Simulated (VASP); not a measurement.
The system is Rh.

```
CELL_PARAMETERS angstrom
2.73098 0.00000 0.00000
-1.36549 2.36510 0.00000
0.00000 0.00000 4.42849
ATOMIC_POSITIONS crystal
Rh 0.66667 0.33333 0.75000
Rh 0.33333 0.66667 0.25000
```

Base run:

```yaml
Program: VASP 6.6.1
Functional: LDA
Potentials_or_basis: VASP PAW LDA potentials, release 64 (Rh_pv)
Cutoff: 520 eV
k_mesh: 12 × 12 × 6
Occupations: methfessel-paxton, width 0.1 eV
Spin: no spin polarisation
```

Its results: band gap on the k mesh zero (band 15 reaches 11.67 eV, above the bottom of band 16 at 9.40 eV); pressure -18.9 GPa.

The run is repeated on the same cell with these changes: k mesh from 12 × 12 × 6 to 3 × 3 × 2. What comes out?

Band gap on the k mesh zero (band 15 reaches 11.21 eV, above the bottom of band 16 at 10.61 eV); pressure -9.6 GPa.

Caveats: some runs use coarse meshes.
